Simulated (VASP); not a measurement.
Here is a VASP 6.6.1 calculation.

The input POSCAR:

```
Hg
1.0
    2.8833448831      0.0000000000      0.0000000000
    0.0000000000      2.8833448831      0.0000000000
    0.0000000000      0.0000000000      2.8833448831
Hg
1
Direct
    0.0000000000      0.0000000000      0.0000000000
```

The input INCAR.step1:

```
ALGO = Normal
EDIFF = 1E-4
ENCUT = 520
GGA = PE
ISMEAR = -1
LASPH = T
LCHARG = F
LREAL = F
LWAVE = T
NBANDS = 12
NELM = 60
PREC = Accurate
SIGMA = 0.1
```

File INCAR.step2:

```
ALGO = Normal
EDIFF = 1E-6
ENCUT = 520
ISIF = 2
ISMEAR = -1
ISTART = 1
LASPH = T
LCHARG = F
LMIXTAU = T
LREAL = F
LWAVE = F
METAGGA = R2SCAN
NBANDS = 12
NELM = 60
PREC = Accurate
SIGMA = 0.1
```

The input KPOINTS:

```
k-points
0
Gamma
  12 12 12
```

Potentials or basis: VASP PAW PBE potentials, release 64 (Hg).

Launch:

```bash
$ cat potpaw_PBE.64/Hg/POTCAR > POTCAR
$ cp INCAR.step1 INCAR
$ mpirun -np 1 vasp_std > vasp.out
$ cp INCAR.step2 INCAR
$ mpirun -np 1 vasp_std > vasp.out
```

Predict the band gap on the k mesh.

zero (bands 6 and 7 overlap by 7.48 eV).

What does it give for the pressure?

6.9 GPa.

Caveat: the cell stands under pressure; the PAW data sets were made with another functional, which shifts forces and pressure a little; spin-orbit coupling is left out, which moves the levels of the heavy elements.
